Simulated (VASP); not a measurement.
# CdTe (F-43m) in VASP: notebook, part 2 of 2

VASP 6.6.1. The steps go on from the part before.

**3. Single point, PBE0**

File POSCAR:

```
CdTe
1.0
    0.0000000000      3.2050000000      3.2050000000
    3.2050000000      0.0000000000      3.2050000000
    3.2050000000      3.2050000000      0.0000000000
Te Cd
1 1
Direct
    0.7500000000      0.7500000000      0.7500000000
    0.0000000000      0.0000000000      0.0000000000
```

File INCAR.step1:

```
SYSTEM = CdTe
  PREC = Accurate
  ENCUT = 520
  EDIFF = 1E-5
  ISMEAR = 0
  SIGMA = 0.1
  LREAL = .False.
  LASPH = .True.
  NELM = 60
  ALGO = Normal
  ISIF = 2
  LWAVE = .True.
  LCHARG = .False.
  NBANDS = 16
  GGA = PE
```

File INCAR.step2:

```
SYSTEM = CdTe
  PREC = Accurate
  ENCUT = 520
  EDIFF = 1E-6
  ISMEAR = 0
  SIGMA = 0.1
  LREAL = .False.
  LASPH = .True.
  NELM = 60
  ALGO = Normal
  ISIF = 2
  LWAVE = .False.
  LCHARG = .False.
  GGA = PE
  LHFCALC = .True.
  AEXX = 0.25
  PRECFOCK = Normal
  NBANDS = 16
  ISTART = 1
```

File KPOINTS:

```
Automatic mesh
0
Gamma
  4 4 4
  0 0 0
```

Potentials or basis: VASP PAW PBE potentials, release 64 (Te, Cd).

Run with:

```bash
> cat potpaw_PBE.64/Te/POTCAR potpaw_PBE.64/Cd/POTCAR > POTCAR
> cp INCAR.step1 INCAR
> mpirun -np 1 vasp_std > vasp.out
> cp INCAR.step2 INCAR
> mpirun -np 1 vasp_std > vasp.out
```

OUTCAR:

```text
SYSTEM = CdTe
   PREC = Accurate
   ENCUT = 520
   EDIFF = 1E-6
   ISMEAR = 0
   LREAL = .False.
   LASPH = .True.
   NELM = 60
   ISIF = 2
   GGA = PE
   LHFCALC = .True.
   AEXX = 0.25
   PRECFOCK = Normal
   ISTART = 1

 ion  position               nearest neighbor table
   1  0.750  0.750  0.750-   2 2.78   2 2.78   2 2.78   2 2.78
   2  0.000  0.000  0.000-   1 2.78   1 2.78   1 2.78   1 2.78

  LATTYP: Found a face centered cubic cell.
 ALAT       =     6.4100000000

  Lattice vectors:

 A1 = (   0.0000000000,   3.2050000000,   3.2050000000)
 A2 = (   3.2050000000,   0.0000000000,   3.2050000000)
 A3 = (   3.2050000000,   3.2050000000,   0.0000000000)

Analysis of symmetry for initial positions (statically):
=====================================================================
 Subroutine PRICEL returns:
 Original cell was already a primitive cell.

 Routine SETGRP: Setting up the symmetry group for a
 face centered cubic supercell.

[... 154 lines left out ...]
  free energy    TOTEN  =        -6.51656978 eV

  energy without entropy =       -6.51656978  energy(sigma->0) =       -6.51656978

 E-fermi :   2.2531     XC(G=0):  -6.9026

 val. band max:        1.7895477458   @ k =   0.0000   0.0000   0.0000
 cond. band min:       4.1499558462   @ k =   0.0000   0.0000   0.0000
 fundamental gap:      2.3604081004
 Fermi energy:         2.2531351140

 k-point     1 :       0.0000    0.0000    0.0000
  band No.  band energies     occupation
      1     -10.6139      2.00000
      2      -7.9738      2.00000
      3      -7.9738      2.00000
      4      -7.9738      2.00000
      5      -7.6834      2.00000
      6      -7.6834      2.00000
[... 129 lines left out ...]
      3      -7.8320      2.00000
      4      -7.7177      2.00000
      5      -7.6843      2.00000
      6      -6.9121      2.00000
[... 8 lines left out ...]
     15      14.9722      0.00000
     16      15.0562      0.00000

------------------------ aborting loop because EDIFF is reached ----------------------------------------

  FORCE on cell =-STRESS in cart. coord.  units (eV):
  Direction    XX          YY          ZZ          XY          YZ          ZX
  --------------------------------------------------------------------------------------
  -------------------------------------------------------------------------------------
  Total        1.3663209      1.3663209      1.3663209     -0.0000000      0.0000000     -0.0000000
  in kB       33.2467496     33.2467496     33.2467496     -0.0000000      0.0000000     -0.0000000
  external PRESSURE =      33.2467496 kB  Pullay stress =       0.0000000 kB

 VOLUME and BASIS-vectors are now :
 -----------------------------------------------------------------------------
  energy-cutoff  :      520.00
  volume of cell :       65.84
      direct lattice vectors                 reciprocal lattice vectors
     0.000000000  3.205000000  3.205000000    -0.156006240  0.156006240  0.156006240
     3.205000000  0.000000000  3.205000000     0.156006240 -0.156006240  0.156006240
     3.205000000  3.205000000  0.000000000     0.156006240  0.156006240 -0.156006240

 POSITION                                       TOTAL-FORCE (eV/Angst)
 -----------------------------------------------------------------------------------
      4.80750      4.80750      4.80750         0.000000      0.000000      0.000000
      0.00000      0.00000      0.00000        -0.000000     -0.000000     -0.000000
 -----------------------------------------------------------------------------------
    total drift:                               -0.000008     -0.000015     -0.000009

  FREE ENERGIE OF THE ION-ELECTRON SYSTEM (eV)
  ---------------------------------------------------
  free  energy   TOTEN  =        -6.5165697794 eV

  energy  without entropy=       -6.5165697794  energy(sigma->0) =       -6.51656978
```

OUTCAR.step1:

```text
SYSTEM = CdTe
   PREC = Accurate
   ENCUT = 520
   EDIFF = 1E-5
   ISMEAR = 0
   LREAL = .False.
   LASPH = .True.
[... 355 lines left out ...]
      4.80750      4.80750      4.80750         0.000000      0.000000      0.000000
      0.00000      0.00000      0.00000        -0.000000     -0.000000     -0.000000
 -----------------------------------------------------------------------------------
    total drift:                                0.000000      0.000000      0.000000

  FREE ENERGIE OF THE ION-ELECTRON SYSTEM (eV)
  ---------------------------------------------------
  free  energy   TOTEN  =        -4.6609428606 eV

  energy  without entropy=       -4.6609428606  energy(sigma->0) =       -4.66094286
```

Run time: 6.3 min. Hardware: 1 thread of AMD EPYC 9R45 (Zen 5), shared host; peak memory 0.19 GiB.

What came out:

- Free energy: -6.5166 eV
- Pressure: 3.3 GPa
- Band gap on the k mesh: 2.36 eV

Caveat: the k points lie up to 0.42 Å⁻¹ apart; the PAW data sets were made with another functional, which shifts forces and pressure a little; spin-orbit coupling is left out, which moves the levels of the heavy elements.
